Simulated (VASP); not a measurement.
SnO2, 6 atoms in the cell. It takes space group I4_1/amd (No. 141, tetragonal). Conventional cell: a = 3.972 Å, b = 3.972 Å, c = 10.384 Å, α = 90.00°, β = 90.00°, γ = 90.00°. Within 2.7 Å of Sn (site symmetry -4m2) lie 6 O at 2.05 to 2.11 Å. Within 2.7 Å of O (site symmetry 2mm) lie 3 Sn at 2.05 to 2.11 Å and 2 O at 2.56 Å.  This cell differs from its parent crystal: strain +0.0200 x Voigt [0, 0, 1, 0, 0, 0].

* Program: VASP 6.6.1
* Task: single point
* Functional: LDA
* Potentials or basis: VASP PAW LDA potentials, release 64 (Sn_d, O)
* Cutoff: 520 eV
* k mesh: 10 × 10 × 10
* Occupations: gaussian, width 0.05 eV
* Spin: no spin polarisation
* Dipole correction: no
* Further INCAR settings: ALGO = Normal; EDIFF = 1e-06; NBANDS = 35

Potentials or basis: VASP PAW LDA potentials, release 64 (Sn_d, O).

Command:

```sh
$ cat potpaw_LDA.64/Sn_d/POTCAR potpaw_LDA.64/O/POTCAR > POTCAR
$ mpirun -np 1 vasp_std > vasp.out
```

Hardware: 1 thread of Intel(R) Xeon(R) 6975P-C (Granite Rapids), with other jobs on the host.

How long does it take, and how much memory?

Wall time 4.8 min on 1 thread of Intel(R) Xeon(R) 6975P-C (Granite Rapids) (shared host), peak memory 0.4 GiB. Counts: scf iterations 14, k points 102.
